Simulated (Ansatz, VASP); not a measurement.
**Si2Mo in VASP and in Ansatz**

INCAR

```
  PREC = Accurate
  ENCUT = 520
  EDIFF = 1E-7
  ISMEAR = 0
  SIGMA = 0.15
  LREAL = False
  LASPH = True
  NELM = 60
  ALGO = Normal
  ISIF = 2
  LWAVE = False
  LCHARG = False
  GGA = PS
  NBANDS = 18
```

KPOINTS

```
regular mesh
0
Gamma
  18 18 18
```

The input POSCAR:

```
Si2Mo
1.0
   -1.5552445885      1.5552445885      3.8131363385
    1.5552445885     -1.5552445885      3.8131363385
    1.5552445885      1.5552445885     -3.8131363385
Si Mo
2 1
Direct
    0.3350567058      0.3254022758     -0.0096544300
    0.6649432942      0.6552888642     -0.0096544300
    0.0000000000      0.0056517909      0.0056517909
```

Input for Ansatz:

```yaml
crystal:
  lattice:
    - [-1.5552445885, 1.5552445885, 3.8131363385]
    - [1.5552445885, -1.5552445885, 3.8131363385]
    - [1.5552445885, 1.5552445885, -3.8131363385]
  atoms:
    - { symbol: Si, position: [0.3350567058, 0.3254022758, -0.00965443] }
    - { symbol: Si, position: [0.6649432942, 0.6552888642, -0.00965443] }
    - { symbol: Mo, position: [0.0, 0.0056517909, 0.0056517909] }
basis:
  ecutwfc: 420
kpoints:
  mp_grid: { grid: [18, 18, 18] }
hamiltonian:
  xc: pbesol
  pseudopotentials: { kind: paw, azcp: { folder: soft_1 } }
scf:
  occupations: { method: gaussian, width: 0.15 }
output:
  forces: true
  stress: true
  eigenvalues: true
```

Change from the starting cell: mode 4 frozen in at -0.031 Å, equal normal strain along x, y and z -0.0250.

Alike in both runs: task single point; functional PBEsol; k mesh 18 × 18 × 18; occupations gaussian, width 0.15 eV; no spin polarisation.

```csv
,VASP,Ansatz
version,VASP 6.6.1,Ansatz 0.2.0
potentials or method,"VASP PAW PBE potentials, release 64 (Si, Mo_sv), cutoff 520 eV","scalar-relativistic, plane waves, PAW"
valence electrons in the cell,22,22
```

Ansatz gave:

| Property | Result |
| --- | --- |
| gap on the k mesh at the Fermi level (eV) | none |
| pressure (GPa) | 20.1 |
| traceless stress, the component that is largest in VASP (GPa) | 1.70 |
| rms of the force components (eV/Å) | 0.283 |

Q: Estimate VASP's values.

A: gap on the k mesh at the Fermi level (eV): none; pressure (GPa): 20.6; traceless stress, the component that is largest in VASP (GPa): 1.70; rms of the force components (eV/Å): 0.286.

VASP's potentials were made for PBE, not for PBEsol, and Ansatz warns of the same on its side. Atom by atom the forces differ by 0.004 eV/Å (rms over components). A gap of «none» marks a metal or a gap that the smearing closes.
